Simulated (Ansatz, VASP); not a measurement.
One calculation of Tl, two programs

```
Tl
1.0
     0.00000    2.41607    2.41607
     2.41607    0.00000    2.41607
     2.41607    2.41607    0.00000
Tl
1
Direct
  0.00000 0.00000 0.00000
```

Alike in both runs: task single point; functional LDA; k mesh 13 × 13 × 13; occupations fermi-dirac, width 0.1 eV; no spin polarisation.

|  | VASP | Ansatz |
| --- | --- | --- |
| version | VASP 6.6.1 | Ansatz 0.2.0 |
| potentials or method | VASP PAW LDA potentials, release 64 (Tl_d), cutoff 520 eV | plane waves (420 eV) with PAW, scalar-relativistic |
| valence electrons in the cell | 13 | 13 |

VASP gave:

```
pressure (GPa) : -1.5
```

What did Ansatz give for the same quantities?

Pressure (GPa): -1.6.

Ansatz warns that its potentials were made for another functional, while VASP's fit it. LDA's correlation is that of Perdew and Zunger in VASP and of Perdew and Wang (1992) in Ansatz.

Spin-orbit coupling is off throughout.
